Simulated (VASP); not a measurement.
A run of VASP 6.6.1:

POSCAR

```
BP
1.0
    0.0000000000      2.2690000000      2.2690000000
    2.2690000000      0.0000000000      2.2690000000
    2.2690000000      2.2690000000      0.0000000000
P B
1 1
Direct
    0.7500000000      0.7500000000      0.7500000000
    0.0000000000      0.0000000000      0.0000000000
```

Contents of INCAR.step1:

```
SYSTEM = BP
PREC = Accurate ; ENCUT = 520
EDIFF = 1E-5 ; ISMEAR = -1
SIGMA = 0.05 ; LREAL = .False.
LASPH = .True. ; NELM = 60
ALGO = Normal ; ISIF = 2
LWAVE = .True. ; LCHARG = .False.
GGA = PE ; NBANDS = 11
```

Contents of INCAR.step2:

```
SYSTEM = BP
PREC = Accurate ; ENCUT = 520
EDIFF = 1E-6 ; ISMEAR = -1
SIGMA = 0.05 ; LREAL = .False.
LASPH = .True. ; NELM = 60
ALGO = Normal ; ISIF = 2
LWAVE = .False. ; LCHARG = .False.
GGA = B5 ; LHFCALC = .True.
AEXX = 0.5 ; ALDAX = 0.5
AGGAX = 0.5 ; AGGAC = 1.0
ALDAC = 0.0 ; PRECFOCK = Normal
ISTART = 1 ; NBANDS = 11
```

File KPOINTS:

```
Automatic mesh
0
Gamma
  6 6 6
  0 0 0
```

Potentials or basis: VASP PAW PBE potentials, release 64 (P, B).

Run with:

```sh
$ cat potpaw_PBE.64/P/POTCAR potpaw_PBE.64/B/POTCAR > POTCAR
$ cp INCAR.step1 INCAR
$ mpirun -np 1 vasp_std > vasp.out
$ cp INCAR.step2 INCAR
$ mpirun -np 1 vasp_std > vasp.out
```

Hardware: 1 thread of Intel(R) Xeon(R) 6975P-C (Granite Rapids), on a shared host.

**Question.** Estimate the wall time of this run.

**Answer.** Wall time 2.7 min on 1 thread of Intel(R) Xeon(R) 6975P-C (Granite Rapids), on a shared host, peak memory 0.14 GiB. Counts: k points 16.
